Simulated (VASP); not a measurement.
Write the native input for VASP 6.6.1 that does the following.

| Item | Value |
| --- | --- |
| Task | single point |
| Functional | PBE |
| Potentials or basis | VASP PAW PBE potentials, release 64 (Ba_sv) |
| Cutoff | 520 eV |
| k mesh | 11 × 11 × 11 |
| Occupations | fermi-dirac, width 0.05 eV |
| Spin | no spin polarisation |
| Dipole correction | no |
| Further INCAR settings | ALGO = Normal; EDIFF = 1e-06; NBANDS = 11 |

The structure of Ba lies in POSCAR:

```
Ba
1.0
    0.0000000000      2.9169398937      2.9169398937
    2.9169398937      0.0000000000      2.9169398937
    2.9169398937      2.9169398937      0.0000000000
Ba
1
Direct
    0.0000000000      0.0000000000      0.0000000000
```

This isn't the form of Ba at room conditions, which is bcc.

One way to write it, as run:

INCAR

```
SYSTEM = Ba
PREC     = Accurate       ! precision mode
ENCUT    = 520            ! plane-wave cutoff, eV
EDIFF    = 1E-6           ! SCF threshold, eV
ISMEAR   = -1             ! smearing method
SIGMA    = 0.05           ! smearing width, eV
LREAL    = .False.        ! projectors in reciprocal space
LASPH    = .True.         ! aspherical terms in the spheres
NELM     = 100            ! most SCF steps
ALGO     = Normal         ! electronic algorithm
ISIF     = 2              ! what is computed and relaxed
LWAVE    = .False.        ! write WAVECAR
LCHARG   = .False.        ! write CHGCAR
GGA      = PE             ! functional
NBANDS   = 11             ! bands
```

KPOINTS

```
regular mesh
0
Gamma
  11 11 11
  0 0 0
```

Potentials or basis: VASP PAW PBE potentials, release 64 (Ba_sv).

Command:

```console
$ cat potpaw_PBE.64/Ba_sv/POTCAR > POTCAR
$ mpirun -np 1 vasp_std > vasp.out
```

It gave:

The pressure is 3.0 GPa and the band gap on the k mesh is zero (bands 5 and 6 overlap by 0.54 eV).

Caveat: the cell stands under pressure; spin-orbit coupling is left out, which moves the levels of the heavy elements.

Run time: 20 s on 1 thread of Intel Xeon 8259CL (shared host), peak memory 0.19 GiB.
